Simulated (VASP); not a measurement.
Set up this calculation in VASP 6.6.1, as the native input.

- Task: single point
- Functional: PBE
- Potentials or basis: VASP PAW PBE potentials, release 64 (Cu, Mo_sv)
- Cutoff: 520 eV
- k mesh: 6 × 6 × 4
- Occupations: gaussian, width 0.1 eV
- Spin: no spin polarisation
- Dipole correction: no
- Further INCAR settings: ALGO = Fast; EDIFF = 1e-06; NBANDS = 44

The structure of Cu5Mo lies in POSCAR:

```
Cu5Mo
1.0
    4.1575556541     -0.0000000028      0.0000000000
   -2.0787778246      3.6005488155      0.0000000000
    0.0000000000      0.0000000000      5.1378845618
Cu Mo
5 1
Direct
    0.3333333333      0.6666666667      0.2461575735
    0.3333333333      0.6666666667      0.7538424265
    0.6666666667      0.3333333333      0.7538424265
    0.6666666667      0.3333333333      0.2461575735
    0.0000000000      0.0000000000      0.0000000000
    0.0000000000      0.0000000000      0.5000000000
```

The cell was built from a structure type or drawn by symmetry, and may not be a known phase.

The input as run:

INCAR

```
SYSTEM = Cu5Mo
PREC = Accurate ; ENCUT = 520
EDIFF = 1E-6 ; ISMEAR = 0
SIGMA = 0.1 ; LREAL = .FALSE.
LASPH = .TRUE. ; NELM = 60
ALGO = Fast ; ISIF = 2
LWAVE = .FALSE. ; LCHARG = .TRUE.
GGA = PE ; LELF = .TRUE.
LVHAR = .TRUE. ; NBANDS = 44
```

KPOINTS

```
Automatic mesh
0
G
  6 6 4
  0 0 0
```

Potentials or basis: VASP PAW PBE potentials, release 64 (Cu, Mo_sv).

Run with:

```bash
$ cat potpaw_PBE.64/Cu/POTCAR potpaw_PBE.64/Mo_sv/POTCAR > POTCAR
$ mpirun -np 1 vasp_std > vasp.out
```

Results of the run:

```json
{
  "Pressure": "0.6 GPa",
  "Largest force": "0.005 eV/Å",
  "Band gap on the k mesh": "zero (an odd number of electrons rules out a gap without spin polarisation)"
}
```

Run time: 57 s on 1 thread of Intel(R) Xeon(R) 6975P-C (Granite Rapids), with other jobs on the host, peak memory 0.22 GiB.
